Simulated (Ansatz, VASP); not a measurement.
## Two plane-wave programs on CoO

INCAR

```
SYSTEM = CoO
ALGO = Normal
EDIFF = 1E-6
ENCUT = 1340
GGA = PE
GGA_COMPAT = .False.
ISIF = 2
ISMEAR = -1
ISPIN = 2
LASPH = .True.
LCHARG = .True.
LELF = .True.
LMAXMIX = 4
LORBIT = 11
LREAL = .False.
LVHAR = .True.
LWAVE = .False.
MAGMOM = 3 0
NBANDS = 22
NELM = 200
NUPDOWN = 3.0
PREC = Accurate
SIGMA = 0.05
```

Contents of KPOINTS:

```
k-points
0
Gamma
  9 9 9
  0 0 0
```

Contents of POSCAR:

```
CoO
1.0
    1.5054695445      0.8691832468      2.4399269062
   -1.5054695445      0.8691832468      2.4399269062
    0.0000000000     -1.7383664936      2.4399269062
Co O
1 1
Direct
    0.0000000000      0.0000000000      0.0000000000
    0.5000000000      0.5000000000      0.5000000000
```

input.yaml

```yaml
crystal:
  lattice:
    - [1.5054695445, 0.8691832468, 2.4399269062]
    - [-1.5054695445, 0.8691832468, 2.4399269062]
    - [0.0, -1.7383664936, 2.4399269062]
  atoms:
    - { symbol: Co, position: [0.0, 0.0, 0.0], spin: 3.0 }
    - { symbol: O, position: [0.5, 0.5, 0.5] }
hamiltonian:
  xc: pbe
  pseudopotentials: { kind: paw }
magnetization:
  spin_polarized: true
  initial_magnetization: 3.0
  spin_locking: { lock_magnetization: hard }
kpoints:
  mp_grid: { grid: [9, 9, 9] }
scf:
  occupations: { method: fermi_dirac, width: 0.05 }
  lower_state_search: "off"
output:
  forces: true
  stress: true
  eigenvalues: true
  write_density: true
  write_potential: true
  elf: true
  volumetric_format: npy
```

Alike in both runs: task single point; functional PBE; k mesh 9 × 9 × 9; occupations fermi-dirac, width 0.05 eV; collinear spin; fixed moment 3 μB.

|  | VASP | Ansatz |
| --- | --- | --- |
| version | VASP 6.6.1 | Ansatz 0.2.0 |
| potentials or method | VASP PAW PBE potentials, release 64 (Co_sv, O_h) | Ansatz PAW |
| plane-wave cutoff (eV) | 1340 | 420 |
| valence electrons in the cell | 23 | 23 |

```tsv
	VASP	Ansatz	Ansatz less VASP
pressure (GPa)	0.3	0.9	+0.58
traceless stress, the component that is largest in VASP (GPa)	-0.31	-0.29	+0.018
net moment per atom (μB)	1.50	1.50	0.000
size of the moment on the site where the two differ most (μB)	0.25	0.34	+0.095
```

Site moments also hang on the region over which each program counts them. The functional is the same, so the differences come from potentials, cutoffs and numerics.
